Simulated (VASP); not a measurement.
Wanted: the native input for a VASP 6.6.1 run.

```
Task                   : single point
Functional             : PBE
Potentials or basis    : VASP PAW PBE potentials, release 64 (Hf_pv, C)
Cutoff                 : 520 eV
k mesh                 : 3 × 3 × 4
Occupations            : gaussian, width 0.1 eV
Spin                   : no spin polarisation
Dipole correction      : no
Further INCAR settings : ALGO = Normal; EDIFF = 1e-06; NBANDS = 44
```

The structure of Hf3C lies in POSCAR:

```
Hf3C
1.0
    5.8963629772      0.0000000000      0.0000000000
   -2.9481814886      5.1064001282      0.0000000000
    0.0000000000      0.0000000000      4.5554250376
Hf C
6 2
Direct
    0.8256820437      0.6513640875      0.2500000000
    0.1743179563      0.8256820437      0.7500000000
    0.3486359125      0.1743179563      0.2500000000
    0.1743179563      0.3486359125      0.7500000000
    0.8256820437      0.1743179563      0.2500000000
    0.6513640875      0.8256820437      0.7500000000
    0.3333333333      0.6666666667      0.2500000000
    0.6666666667      0.3333333333      0.7500000000
```

One way to write it, as run:

INCAR

```
SYSTEM = Hf3C
PREC     = Accurate       ! precision mode
ENCUT    = 520            ! plane-wave cutoff, eV
EDIFF    = 1E-6           ! SCF threshold, eV
ISMEAR   = 0              ! smearing method
SIGMA    = 0.1            ! smearing width, eV
LREAL    = .FALSE.        ! projectors in reciprocal space
LASPH    = .TRUE.         ! aspherical terms in the spheres
NELM     = 100            ! most SCF steps
ALGO     = Normal         ! electronic algorithm
ISIF     = 2              ! what is computed and relaxed
LWAVE    = .FALSE.        ! write WAVECAR
LCHARG   = .FALSE.        ! write CHGCAR
GGA      = PE             ! functional
NBANDS   = 44             ! bands
```

KPOINTS

```
Automatic mesh
0
G
  3 3 4
  0 0 0
```

Potentials or basis: VASP PAW PBE potentials, release 64 (Hf_pv, C).

The run is started by

```console
$ cat potpaw_PBE.64/Hf_pv/POTCAR potpaw_PBE.64/C/POTCAR > POTCAR
$ mpirun -np 1 vasp_std > vasp.out
```

Results of the run:

* Pressure: -0.8 GPa
* Largest force: 0.004 eV/Å
* Band gap on the k mesh: zero (bands 34 and 35 overlap by 0.37 eV)

Caveat: the k points lie up to 0.41 Å⁻¹ apart; spin-orbit coupling is left out, which moves the levels of the heavy elements.

It took 41 s on 1 thread of Intel(R) Xeon(R) 6975P-C (Granite Rapids), on a shared host, peak memory 0.28 GiB.
